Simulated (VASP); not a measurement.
# Tl (P6_3/mmc) in VASP: further runs

The runs below take Tl through relaxation of cell and atoms, with PBE.

Everything below comes from runs of VASP 6.6.1. Logs are shortened: lines on timing, memory, paths and dates and some standing lists are left out, and cuts for length are marked.

## 1. The cell of the first run

It takes space group P6_3/mmc (No. 194, hexagonal). The conventional cell has a = 2.810 Å, b = 2.810 Å, c = 4.613 Å, α = 90.00°, β = 90.00°, γ = 120.00°. Tl (site symmetry -6m2) has 12 Tl at 2.81 to 2.82 Å within 3.7 Å.

## 2. Relaxation of cell and atoms, PBE, target pressure 120 GPa, at which the enthalpy is minimised

Input file INCAR:

```
SYSTEM = Tl
ALGO = Normal
EDIFF = 1E-6
EDIFFG = -0.005
ENCUT = 600
GGA = PE
IBRION = 2
ISIF = 3
ISMEAR = -1
LASPH = .True.
LCHARG = .False.
LREAL = .False.
LWAVE = .False.
NELM = 100
NSW = 32
PREC = Accurate
PSTRESS = 1200.0
SIGMA = 0.08
```

Input file KPOINTS:

```
k-points
0
Gamma
  16 16 9
  0 0 0
```

Input file POSCAR:

```
Tl
1.0
    2.8101989640      0.0000000000      0.0000000000
   -1.4050994820      2.4337036925      0.0000000000
    0.0000000000      0.0000000000      4.6128004421
Tl
2
Direct
    0.3333333333      0.6666666667      0.2500000000
    0.6666666667      0.3333333333      0.7500000000
```

Potentials or basis: VASP PAW PBE potentials, release 64 (Tl_d).

Launch:

```sh
cat potpaw_PBE.64/Tl_d/POTCAR > POTCAR
mpirun -np 1 vasp_std > vasp.out
```

OUTCAR:

```text
SYSTEM = Tl
   EDIFF = 1E-6
   EDIFFG = -0.005
   ENCUT = 600
   GGA = PE
   IBRION = 2
   ISIF = 3
   ISMEAR = -1
   LASPH = .True.
   LREAL = .False.
   NELM = 100
   NSW = 32
   PREC = Accurate
   PSTRESS = 1200.0

 ion  position               nearest neighbor table
   1  0.333  0.667  0.250-   2 2.82   2 2.82   2 2.82   2 2.82   2 2.82   2 2.82   2 3.98   2 3.98
                             2 3.98   2 3.98   2 3.98   2 3.98
   2  0.667  0.333  0.750-   1 2.82   1 2.82   1 2.82   1 2.82   1 2.82   1 2.82   1 3.98   1 3.98
                             1 3.98   1 3.98   1 3.98   1 3.98

  LATTYP: Found a hexagonal cell.
 ALAT       =     2.8101989640
 C/A-ratio  =     1.6414497696

  Lattice vectors:

 A1 = (   2.8101989640,   0.0000000000,   0.0000000000)
 A2 = (  -1.4050994820,   2.4337036925,   0.0000000000)
 A3 = (   0.0000000000,   0.0000000000,   4.6128004421)

Analysis of symmetry for initial positions (statically):
=====================================================================
 Subroutine PRICEL returns:
 Original cell was already a primitive cell.

 Routine SETGRP: Setting up the symmetry group for a
 hexagonal supercell.

 Subroutine GETGRP returns: Found 24 space group operations
 (whereof 12 operations were pure point group operations)
 out of a pool of 24 trial point group operations.

The static configuration has the point symmetry D_3d.
 The point group associated with its full space group is D_6h.

Analysis of symmetry for dynamics (positions and initial velocities):
=====================================================================
 Subroutine PRICEL returns:
 Original cell was already a primitive cell.

 Routine SETGRP: Setting up the symmetry group for a
 hexagonal supercell.

 Subroutine GETGRP returns: Found 24 space group operations
 (whereof 12 operations were pure point group operations)
 out of a pool of 24 trial point group operations.

The dynamic configuration has the point symmetry D_3d.
 The point group associated with its full space group is D_6h.

 Subroutine INISYM returns: Found 24 space group operations
 (whereof 12 operations are pure point group operations),
 and found     1 'primitive' translations

----------------------------------------------------------------------------------------

                                     Primitive cell

  volume of cell :      31.5478

[... 95 lines left out ...]
   ISYM   =      2    0-nonsym 1-usesym 2-fastsym
   POTIM  = 0.5000    time-step for ionic-motion
   TEBEG  =    0.0;   TEEND  =   0.0 temperature during run
   PSTRESS= 1200.0 pullay stress
   NELECT =      26.0000    total number of electrons
   NUPDOWN=      -1.0000    fix difference up-down
   EMIN   =  10.00;   EMAX   =-10.00  energy-range for DOS
   EFERMI =   0.00;   METHOD = LEGACY
   ISMEAR =    -1;   SIGMA  =   0.08  broadening in eV -4-tet -1-fermi 0-gaus
   EFERMI_NEDOS =   21; number of points for ismear=-14 and -15
   IALGO  =     38    algorithm
   IMIX   =      4    mixing-type and parameters
     AMIX     =   0.40;   BMIX     =  1.00
     AMIX_MAG =   1.60;   BMIX_MAG =  1.00
  volume/ion in A,a.u.               =      15.77       106.45
  Fermi-wavevector in a.u.,A,eV,Ry     =   1.534886  2.900514 32.053627  2.355875
  Thomas-Fermi vector in A             =   2.641751
   LORBIT       =      0    0 simple, 1 ext, 2 COOP (PROOUT), +10 PAW based schemes
   GGA     = PE    functional components
   LHFCALC =     F    Hartree Fock is set to
   AEXX    =    0.0000 exact exchange contribution
   IVDW    =     0    specifies the selected vdW correction
   LEPSILON=     F    determine dielectric tensor
   LRPA    =     F    only Hartree local field effects (RPA)
 conjugate gradient relaxation of ions
 non-spin polarized calculation
  energy-cutoff  :      600.00
  volume of cell :       31.55
 maximum number of plane-waves:      1099
 NGX is ok and might be reduce to    24
   NGX = 11   NGY = 11   NGZ = 19

--------------------------------------- Ionic step        1  -------------------------------------------

 number of electron      25.9999998 magnetization

 Free energy of the ion-electron system (eV)
  ---------------------------------------------------
  ext. energy  EPLUGINS =         0.00000000
  ---------------------------------------------------
  free energy    TOTEN  =         1.19753455 eV

  energy without entropy =        1.20841617  energy(sigma->0) =        1.20297536

------------------------ aborting loop because EDIFF is reached ----------------------------------------

  FORCE on cell =-STRESS in cart. coord.  units (eV):
  Direction    XX          YY          ZZ          XY          YZ          ZX
  --------------------------------------------------------------------------------------
  -------------------------------------------------------------------------------------
  Total       23.6536142     23.6536142     23.6534813      0.0000000      0.0000000      0.0000000
  in kB     1201.2645335   1201.2645334   1201.2577846      0.0000000      0.0000000      0.0000000
  external PRESSURE =       1.2622838 kB  Pullay stress =    1200.0000000 kB
[... 63 lines left out ...]
--------------------------------------- Ionic step        3  -------------------------------------------

 number of electron      25.9999998 magnetization

 Free energy of the ion-electron system (eV)
  ---------------------------------------------------
  ext. energy  EPLUGINS =         0.00000000
  ---------------------------------------------------
  free energy    TOTEN  =         1.19126449 eV

  energy without entropy =        1.20214859  energy(sigma->0) =        1.19670654

 E-fermi :  15.8984     XC(G=0): -13.5219

 val. band max:       15.8972193149   @ k =   0.3125  -0.0000   0.2222
 cond. band min:      15.9101898505   @ k =   0.2500   0.2500   0.2222
 fundamental gap:      0.0129705356
 Fermi energy:        15.8984198529

 k-point     1 :       0.0000    0.0000    0.0000
  band No.  band energies     occupation
      1      -0.4355      2.00000
      2       0.3213      2.00000
      3       1.8079      2.00000
      4       1.9540      2.00000
      5       1.9540      2.00000
      6       2.1846      2.00000
[... 457 lines left out ...]
      4       1.8464      2.00000
      5       2.1407      2.00000
      6       2.3721      2.00000
[... 9 lines left out ...]
     16      22.9655      0.00000
     17      24.1975      0.00000

 [... further k-points ...]

------------------------ aborting loop because EDIFF is reached ----------------------------------------

  FORCE on cell =-STRESS in cart. coord.  units (eV):
  Direction    XX          YY          ZZ          XY          YZ          ZX
  --------------------------------------------------------------------------------------
  -------------------------------------------------------------------------------------
  Total       23.6391588     23.6391588     23.6385894      0.0000000      0.0000000      0.0000000
  in kB     1200.2120954   1200.2120954   1200.1831881      0.0000000      0.0000000      0.0000000
  external PRESSURE =       0.2024596 kB  Pullay stress =    1200.0000000 kB
[... 21 lines left out ...]
  energy  without entropy=        1.2021485853  energy(sigma->0) =        1.19670654

  enthalpy is  TOTEN    =        24.8262458961 eV   P V=       23.6349814101

 reached required accuracy - stopping structural energy minimisation
```

OSZICAR:

```text
N       E                     dE             d eps       ncg     rms          rms(c)
DAV:   1     0.152671071992E+03    0.15267E+03   -0.16867E+04  5108   0.177E+03
DAV:   2     0.323586716368E+01   -0.14944E+03   -0.14776E+03  5348   0.360E+02
DAV:   3     0.969790725559E+00   -0.22661E+01   -0.22516E+01  6173   0.402E+01
[... 18 lines left out ...]
DAV:   2     0.119117769016E+01    0.54015E-03   -0.96105E-04  5255   0.347E-01    0.802E-02
DAV:   3     0.119126571047E+01    0.88020E-04   -0.28833E-04  5309   0.197E-01    0.498E-02
DAV:   4     0.119126296299E+01   -0.27475E-05   -0.26483E-05  5795   0.393E-02    0.767E-03
DAV:   5     0.119126454724E+01    0.15842E-05   -0.39886E-06  4728   0.223E-02    0.321E-03
DAV:   6     0.119126448602E+01   -0.61219E-07   -0.97468E-08  2612   0.267E-03
   3 F= 0.24826246E+02 E0= 0.24831688E+02  d E =-.347016E-05
```

CONTCAR:

```text
Tl
   1.00000000000000
     2.8104478165490496    0.0000000000000000    0.0000000000000000
    -1.4052239082745248    2.4339192051271339   -0.0000000000000000
     0.0000000000000000    0.0000000000000000    4.6132067409923758
  Tl
     2
Direct
     0.3333333332999970    0.6666666667000030    0.2500000000000000
     0.6666666667000030    0.3333333332999970    0.7500000000000000

  0.00000000E+00  0.00000000E+00  0.00000000E+00
  0.00000000E+00  0.00000000E+00  0.00000000E+00
```

Wall time 51 s (1 thread of Intel Xeon 6975P-C (Granite Rapids), shared host); peak memory 0.23 GiB.

Results:

* Free energy: 1.1913 eV
* Relaxed volume: 15.78 Å³/atom
* Relaxed cell: a = 2.810 Å, b = 2.810 Å, c = 4.613 Å, α = 90.00°, β = 90.00°, γ = 120.00°
* Space group after relaxing (to 0.1 Å): P6_3/mmc (No. 194)
* Energy change on relaxing (the run minimises the enthalpy): -3.1 meV/atom
* Ionic steps: 3
* Pressure after relaxing: 120.0 GPa
* Band gap on the k mesh: zero (bands 13 and 14 overlap by 7.79 eV)

The path:
| step | energy change (eV) | largest force (eV/Å) | pressure (GPa) | volume (Å³) |
| --- | --- | --- | --- | --- |
| 1 | 0.0000 | 0.0000 | 120.13 | 31.55 |
| 2 | -0.0424 | 0.0000 | 119.21 | 31.60 |
| 3 | -0.0063 | 0.0000 | 120.02 | 31.56 |

Final structure:
```xyz
2
Lattice="2.8104 0.0000 0.0000 -1.4052 2.4339 0.0000 0.0000 0.0000 4.6132" Properties=species:S:1:pos:R:3 pbc="T T T"
Tl    0.0000    1.6226    1.1533
Tl    1.4052    0.8113    3.4599
```

Caveat: the cell is relaxed towards a set pressure, so the run minimises the enthalpy, not the energy; spin-orbit coupling is left out, which moves the levels of the heavy elements.

## 3. Relaxation of cell and atoms, PBE, target pressure 120 GPa, at which the enthalpy is minimised

This run uses another cell than the first one, of 15.87 Å³/atom.

Input file INCAR:

```
PREC = Accurate ; ENCUT = 600
EDIFF = 1E-7 ; ISMEAR = -1
SIGMA = 0.08 ; LREAL = False
LASPH = True ; NELM = 80
ALGO = Normal ; ISIF = 3
LWAVE = False ; LCHARG = False
GGA = PE ; IBRION = 2
NSW = 60 ; EDIFFG = -0.005
PSTRESS = 1200.0
```

Input file KPOINTS:

```
Automatic mesh
0
Gamma
  16 16 9
```

Input file POSCAR:

```
Tl
1.0
    2.8283745608      0.0000000000      0.0000000000
   -1.4141872804      2.4494442210      0.0000000000
    0.0000000000      0.0000000000      4.5819667885
Tl
2
Direct
    0.3333333333      0.6666666667      0.2500000000
    0.6666666667      0.3333333333      0.7500000000
```

Potentials or basis: VASP PAW PBE potentials, release 64 (Tl_d).

Launch:

```sh
cat potpaw_PBE.64/Tl_d/POTCAR > POTCAR
mpirun -np 1 vasp_std > vasp.out
```

Run time: 98 s. Hardware: 1 thread of Intel Xeon 6975P-C (Granite Rapids), shared host; peak memory 0.23 GiB.

Results (log left out):

```yaml
Free_energy: 1.1920 eV
Relaxed_volume: 15.78 Å³/atom
Relaxed_cell: a = 2.810 Å, b = 2.810 Å, c = 4.613 Å, α = 90.00°, β = 90.00°, γ = 120.00°
Space_group_after_relaxing_to_0.1_Å: P6_3/mmc (No. 194)
Energy_change_on_relaxing_the_run_minimises_the_enthalpy: +67.9 meV/atom
Ionic_steps: 5
Pressure_after_relaxing: 120.0 GPa
Band_gap_on_the_k_mesh: zero (bands 13 and 14 overlap by 7.79 eV)
```

The path:
```
step  energy change (eV)  largest force (eV/Å)  pressure (GPa)  volume (Å³)
   1              0.0000                0.0000          117.10        31.74
   2              1.0382                0.0000          139.51        30.44
   3              0.1754                0.0000          120.89        31.51
   4              0.1135                0.0000          119.52        31.59
   5              0.1359                0.0000          120.03        31.56
```

Final structure:
```
CELL_PARAMETERS angstrom
2.81036 0.00000 0.00000
-1.40518 2.43384 0.00000
0.00000 0.00000 4.61333
ATOMIC_POSITIONS crystal
Tl 0.33333 0.66667 0.25000
Tl 0.66667 0.33333 0.75000
```

Levels at points of the mesh, in eV from the Fermi level:
| k point | band 9 | band 10 | band 11 | band 12 | band 13 | band 14 | band 15 | band 16 | band 17 |
| --- | --- | --- | --- | --- | --- | --- | --- | --- | --- |
| (0.00, 0.00, 0.00) | -13.31 | -12.16 | -12.16 | -6.85 | -5.12 | 10.03 | 11.61 | 12.14 | 12.58 |
| (0.50, 0.00, 0.00) | -11.97 | -11.85 | -7.04 | -6.51 | -0.27 | 0.72 | 1.01 | 4.58 | 5.30 |

Caveat: the cell is relaxed towards a set pressure, so the run minimises the enthalpy, not the energy; spin-orbit coupling is left out, which moves the levels of the heavy elements.
